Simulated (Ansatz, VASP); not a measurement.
# WSe2: VASP beside Ansatz

File INCAR:

```
PREC     = Accurate       # precision mode
ENCUT    = 520            # plane-wave cutoff, eV
EDIFF    = 1E-6           # SCF threshold, eV
ISMEAR   = 0              # smearing method
SIGMA    = 0.05           # smearing width, eV
LREAL    = F              # projectors in reciprocal space
LASPH    = T              # aspherical terms in the spheres
NELM     = 100            # most SCF steps
ALGO     = Normal         # electronic algorithm
ISIF     = 2              # what is computed and relaxed
LWAVE    = F              # write WAVECAR
LCHARG   = T              # write CHGCAR
GGA      = PS             # functional
LELF     = T              # ELF
LVHAR    = T            
NBANDS   = 49             # bands
```

The input KPOINTS:

```
Automatic mesh
0
Gamma
  12 12 1
```

Contents of POSCAR:

```
WSe2
1.0
    3.2891514761     -0.0176411180     -0.0305790643
   -1.6598533944      2.8478028405      0.0177832794
   -0.2728428193      0.0256927237     29.2386088347
W Se
3 6
Direct
    0.7136761637      0.1899222728     -0.0059068079
    0.2821610501      0.7175961645      0.7950690753
    0.3818403327      0.6382672330      0.2241889375
    0.5454829319      0.7731018898      0.0492937421
    0.5275142738      0.3501297948      0.8411530995
    0.6559653620      0.2942723270      0.2928927664
    0.3432804429      0.7676447942      0.9364208191
    0.4979214615      0.1972410402      0.7169482584
    0.7188246480      0.4051578171      0.1499401097
```

Input for Ansatz:

```yaml
crystal:
  lattice:
    - [3.2891514761, -0.017641118, -0.0305790643]
    - [-1.6598533944, 2.8478028405, 0.0177832794]
    - [-0.2728428193, 0.0256927237, 29.2386088347]
  atoms:
    - { symbol: W, position: [0.7136761637, 0.1899222728, -0.0059068079] }
    - { symbol: W, position: [0.2821610501, 0.7175961645, 0.7950690753] }
    - { symbol: W, position: [0.3818403327, 0.638267233, 0.2241889375] }
    - { symbol: Se, position: [0.5454829319, 0.7731018898, 0.0492937421] }
    - { symbol: Se, position: [0.5275142738, 0.3501297948, 0.8411530995] }
    - { symbol: Se, position: [0.655965362, 0.294272327, 0.2928927664] }
    - { symbol: Se, position: [0.3432804429, 0.7676447942, 0.9364208191] }
    - { symbol: Se, position: [0.4979214615, 0.1972410402, 0.7169482584] }
    - { symbol: Se, position: [0.718824648, 0.4051578171, 0.1499401097] }
basis:
  ecutwfc: 420
kpoints:
  mp_grid: { grid: [12, 12, 1] }
hamiltonian:
  xc: pbesol
scf:
  occupations: { method: gaussian, width: 0.05 }
output:
  forces: true
  stress: true
  eigenvalues: true
```

Change from the starting cell: all atoms moved at random (sigma 0.3 Å a component), cell strained at random (sigma 0.01).

Alike in both runs: task single point; functional PBEsol; k mesh 12 × 12 × 1; occupations gaussian, width 0.05 eV; no spin polarisation.

|  | VASP | Ansatz |
| --- | --- | --- |
| version | VASP 6.6.1 | Ansatz 0.2.0 |
| potentials or method | VASP PAW PBE potentials, release 64 (W_sv, Se), cutoff 520 eV | scalar-relativistic, plane waves, PAW |
| valence electrons in the cell | 78 | 138 |

VASP gave:

- gap on the k mesh at the Fermi level (eV): none
- rms of the force components (eV/Å): 4.517

Problem. Which values does Ansatz return?

Solution. gap on the k mesh at the Fermi level (eV): none; rms of the force components (eV/Å): 4.472.

VASP's potentials were made for PBE, not for PBEsol. Atom by atom the forces differ by 0.052 eV/Å (rms over components). A gap of «none» marks a metal or a gap that the smearing closes. VASP's potentials hold 78 valence electrons a cell and Ansatz's 138, so a difference there can come from the potentials and not from the codes.

Spin-orbit coupling is off throughout.
